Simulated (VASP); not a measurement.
Crystal: AlN.

```xyz
2
Lattice="0.0000 2.0290 2.0290 2.0290 0.0000 2.0290 2.0290 2.0290 0.0000" Properties=species:S:1:pos:R:3 pbc="T T T"
Al    0.0000    0.0000    0.0000
N     2.0290    2.0290    2.0290
```

This cell differs from its parent crystal: strain +0.5%.

Base run:

| Item | Value |
| --- | --- |
| Program | VASP 6.6.1 |
| Functional | PBE |
| Potentials or basis | VASP PAW PBE potentials, release 64 (Al, N) |
| Cutoff | 520 eV |
| k mesh | 10 × 10 × 10 |
| Occupations | fermi-dirac, width 0.02 eV |
| Spin | no spin polarisation |

Its results: band gap on the k mesh 4.50 eV, indirect (least direct gap 5.52 eV); pressure 2.1 GPa.

**Question.** The run is repeated on the same cell with these changes: functional from PBE to r2SCAN; occupations from fermi-dirac, width 0.02 eV to gaussian, width 0.01 eV. What comes out?

**Answer.** Band gap on the k mesh 5.38 eV, indirect (least direct gap 6.35 eV); pressure -4.8 GPa.

Caveats: the PAW data sets were made with another functional, which shifts forces and pressure a little (some runs).

A k mesh can miss the band edges.
